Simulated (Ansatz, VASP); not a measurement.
## One calculation of Ba3S2, two programs

File INCAR:

```
SYSTEM = Ba3S2
PREC = Accurate
ENCUT = 600
EDIFF = 1E-6
ISMEAR = 0
SIGMA = 0.1
LREAL = .False.
LASPH = .True.
NELM = 80
ALGO = Normal
ISIF = 3
LWAVE = .False.
LCHARG = .False.
GGA = PE
IBRION = 2
NSW = 90
EDIFFG = -0.04
```

The input KPOINTS:

```
Automatic mesh
0
Gamma
  3 3 3
  0 0 0
```

The input POSCAR:

```
Ba3S2
1.0
    3.6859174745      2.1280654461      6.7089233200
   -3.6859174745      2.1280654461      6.7089233200
    0.0000000000     -4.2561308923      6.7089233200
Ba S
6 4
Direct
    0.0562500000      0.4437500000      0.7500000000
    0.7500000000      0.0562500000      0.4437500000
    0.4437500000      0.7500000000      0.0562500000
    0.9437500000      0.5562500000      0.2500000000
    0.2500000000      0.9437500000      0.5562500000
    0.5562500000      0.2500000000      0.9437500000
    0.8521800000      0.8521800000      0.8521800000
    0.6478200000      0.6478200000      0.6478200000
    0.1478200000      0.1478200000      0.1478200000
    0.3521800000      0.3521800000      0.3521800000
```

Input for Ansatz:

```yaml
crystal:
  lattice:
    - [3.6859174745, 2.1280654461, 6.70892332]
    - [-3.6859174745, 2.1280654461, 6.70892332]
    - [0.0, -4.2561308923, 6.70892332]
  atoms:
    - { symbol: Ba, position: [0.05625, 0.44375, 0.75] }
    - { symbol: Ba, position: [0.75, 0.05625, 0.44375] }
    - { symbol: Ba, position: [0.44375, 0.75, 0.05625] }
    - { symbol: Ba, position: [0.94375, 0.55625, 0.25] }
    - { symbol: Ba, position: [0.25, 0.94375, 0.55625] }
    - { symbol: Ba, position: [0.55625, 0.25, 0.94375] }
    - { symbol: S, position: [0.85218, 0.85218, 0.85218] }
    - { symbol: S, position: [0.64782, 0.64782, 0.64782] }
    - { symbol: S, position: [0.14782, 0.14782, 0.14782] }
    - { symbol: S, position: [0.35218, 0.35218, 0.35218] }
basis:
  ecutwfc: 420
kpoints:
  mp_grid: { grid: [3, 3, 3] }
hamiltonian:
  xc: pbe
scf:
  occupations: { method: gaussian, width: 0.1 }
  lower_state_search: "off"
output:
  forces: true
  stress: true
  eigenvalues: true
relax:
  adjacent_minimum: "off"
  f_tol: 0.04
  max_steps: 70
  cell: { stress_tol: 0.4 }
```

Alike in both runs: task relaxation of cell and atoms; functional PBE; k mesh 3 × 3 × 3; occupations gaussian, width 0.1 eV; no spin polarisation.

```csv
,VASP,Ansatz
version,VASP 6.6.1,Ansatz 0.2.0
potentials or method,"VASP PAW PBE potentials, release 64 (Ba_sv, S), cutoff 600 eV","scalar-relativistic, plane waves, PAW"
valence electrons in the cell,84,84
```

```csv
,VASP,Ansatz,Ansatz less VASP
"gap on the k mesh at the Fermi level, each at its own relaxed structure (eV)",none,none,-
relaxed volume (Å³/atom),39.67,38.99,-0.677
relaxed cell length with the largest relative difference (Å),8.852,8.801,-0.0510
```

A gap of «none» marks a metal or a gap that the smearing closes.

Spin-orbit coupling is off throughout. Noted on VASP's run: the volume moved by over 15 % at a fixed basis, so the end points are rough.
